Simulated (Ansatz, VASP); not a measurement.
## HRh6: VASP beside Ansatz

The input INCAR:

```
  PREC = Accurate
  ENCUT = 520
  EDIFF = 1E-6
  ISMEAR = 0
  SIGMA = 0.1
  LREAL = F
  LASPH = T
  NELM = 80
  ALGO = Normal
  ISIF = 2
  LWAVE = F
  LCHARG = F
  LDIPOL = T
  IDIPOL = 3
  DIPOL = 0.5 0.5 0.289
  GGA = PE
  NBANDS = 104
```

KPOINTS

```
Automatic mesh
0
Gamma
  5 5 1
```

The input POSCAR:

```
HRh6
1.0
    5.4163401145      0.0000000000      0.0000000000
    0.0000000000      5.4163401145      0.0000000000
    0.0000000000      0.0000000000     21.6737367085
Rh H
12 2
Direct
    0.2500000000      0.2500000000      0.1845551625
    0.2500000000      0.7500000000      0.1845551625
    0.7500000000      0.2500000000      0.1845551625
    0.7500000000      0.7500000000      0.1845551625
    0.0000000000      0.0000000000      0.2693761947
    0.0000000000      0.5000000000      0.2693761947
    0.5000000000      0.0000000000      0.2693761947
    0.5000000000      0.5000000000      0.2693761947
    0.2500000000      0.2500000000      0.3540569313
    0.2500000000      0.7500000000      0.3540569313
    0.7500000000      0.2500000000      0.3540569313
    0.7500000000      0.7500000000      0.3540569313
    0.4151641163      0.5000000000      0.4043482131
    0.5848358837      0.5000000000      0.4043482131
```

Input for Ansatz:

```yaml
crystal:
  lattice:
    - [5.4163401145, 0.0, 0.0]
    - [0.0, 5.4163401145, 0.0]
    - [0.0, 0.0, 21.6737367085]
  atoms:
    - { symbol: Rh, position: [0.25, 0.25, 0.1845551625] }
    - { symbol: Rh, position: [0.25, 0.75, 0.1845551625] }
    - { symbol: Rh, position: [0.75, 0.25, 0.1845551625] }
    - { symbol: Rh, position: [0.75, 0.75, 0.1845551625] }
    - { symbol: Rh, position: [0.0, 0.0, 0.2693761947] }
    - { symbol: Rh, position: [0.0, 0.5, 0.2693761947] }
    - { symbol: Rh, position: [0.5, 0.0, 0.2693761947] }
    - { symbol: Rh, position: [0.5, 0.5, 0.2693761947] }
    - { symbol: Rh, position: [0.25, 0.25, 0.3540569313] }
    - { symbol: Rh, position: [0.25, 0.75, 0.3540569313] }
    - { symbol: Rh, position: [0.75, 0.25, 0.3540569313] }
    - { symbol: Rh, position: [0.75, 0.75, 0.3540569313] }
    - { symbol: H, position: [0.4151641163, 0.5, 0.4043482131] }
    - { symbol: H, position: [0.5848358837, 0.5, 0.4043482131] }
basis:
  ecutwfc: 420
kpoints:
  mp_grid: { grid: [5, 5, 1] }
hamiltonian:
  xc: pbe
scf:
  occupations: { method: gaussian, width: 0.1 }
output:
  forces: true
  eigenvalues: true
efield:
  axis: 3
  dipole_correction: true
  ramp_width: 0.04
```

Alike in both runs: task single point; functional PBE; k mesh 5 × 5 × 1; occupations gaussian, width 0.1 eV; no spin polarisation.

```csv
,VASP,Ansatz
version,VASP 6.6.1,Ansatz 0.2.0
potentials or method,"VASP PAW PBE potentials, release 64 (Rh_pv, H), cutoff 520 eV","scalar-relativistic, plane waves, PAW"
valence electrons in the cell,182,206
```

```tsv
	VASP	Ansatz	Ansatz less VASP
gap on the k mesh at the Fermi level (eV)	none	none	-
rms of the force components (eV/Å)	0.292	0.293	+0.0005
```

Atom by atom the forces differ by 0.002 eV/Å (rms over components). A gap of «none» marks a metal or a gap that the smearing closes. VASP's potentials hold 182 valence electrons a cell and Ansatz's 206, so a difference there can come from the potentials and not from the codes.
